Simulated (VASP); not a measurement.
Set up this calculation in VASP 6.6.1, as the native input.

```
Task                   : single point
Functional             : PBE
Potentials or basis    : VASP PAW PBE potentials, release 64 (K_sv)
Cutoff                 : 520 eV
k mesh                 : 9 × 9 × 9
Occupations            : fermi-dirac, width 0.05 eV
Spin                   : no spin polarisation
Dipole correction      : no
Further INCAR settings : ALGO = Fast; EDIFF = 1e-06; NBANDS = 16
```

The structure of K lies in POSCAR:

```
K
1.0
   -2.2227327120      2.2227327120      8.0991533927
    2.2227327120     -2.2227327120      8.0991533927
    2.2227327120      2.2227327120     -8.0991533927
K
2
Direct
    0.5000000000      0.5000000000      0.0000000000
    0.2500000000      0.7500000000      0.5000000000
```

These files were run (other wordings do the same):

INCAR

```
ALGO = Fast
EDIFF = 1E-6
ENCUT = 520
GGA = PE
ISIF = 2
ISMEAR = -1
LASPH = T
LCHARG = T
LELF = T
LREAL = F
LVHAR = T
LWAVE = F
NBANDS = 16
NELM = 100
PREC = Accurate
SIGMA = 0.05
```

KPOINTS

```
k-points
0
Gamma
  9 9 9
```

Potentials or basis: VASP PAW PBE potentials, release 64 (K_sv).

Launch:

```sh
$ cat potpaw_PBE.64/K_sv/POTCAR > POTCAR
$ mpirun -np 1 vasp_std > vasp.out
```

It gave:

The pressure is -0.1 GPa. The band gap on the k mesh is zero (band 9 reaches 0.89 eV, above the bottom of band 10 at -1.58 eV).

Run time: 9.9 min on 1 thread of Intel(R) Xeon(R) 6975P-C (Granite Rapids), on a shared host, peak memory 0.75 GiB.
